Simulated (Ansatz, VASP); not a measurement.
One calculation of TiSi2, two programs

```
CELL_PARAMETERS angstrom
-1.45297 1.68899 4.15516
1.45297 -1.68899 4.15516
1.45297 1.68899 -4.15516
ATOMIC_POSITIONS crystal
Ti 0.00000 0.00000 0.00000
Si 0.67008 0.67008 0.00000
Si 0.32992 0.32992 0.00000
```

Alike in both runs: task single point; functional PBEsol; k mesh 12 × 12 × 12; occupations fermi-dirac, width 0.05 eV; no spin polarisation.

|  | VASP | Ansatz |
| --- | --- | --- |
| version | VASP 6.6.1 | Ansatz 0.2.0 |
| potentials or method | VASP PAW PBE potentials, release 64 (Ti_sv, Si) | Ansatz PAW |
| plane-wave cutoff (eV) | 520 | 420 |
| valence electrons in the cell | 20 | 20 |

VASP gave:

```
gap on the k mesh at the Fermi level (eV)                     : none
pressure (GPa)                                                : 2.4
traceless stress, the component that is largest in VASP (GPa) : -0.41
rms of the force components (eV/Å)                            : 0.019
```

Which values does Ansatz return?

gap on the k mesh at the Fermi level (eV): none; pressure (GPa): 2.3; traceless stress, the component that is largest in VASP (GPa): -0.41; rms of the force components (eV/Å): 0.018.

VASP's potentials were made for PBE, not for PBEsol. Atom by atom the forces differ by 0.001 eV/Å (rms over components). A gap of «none» marks a metal or a gap that the smearing closes. With one functional, cell and mesh, what is left measures potentials, basis and numerics.
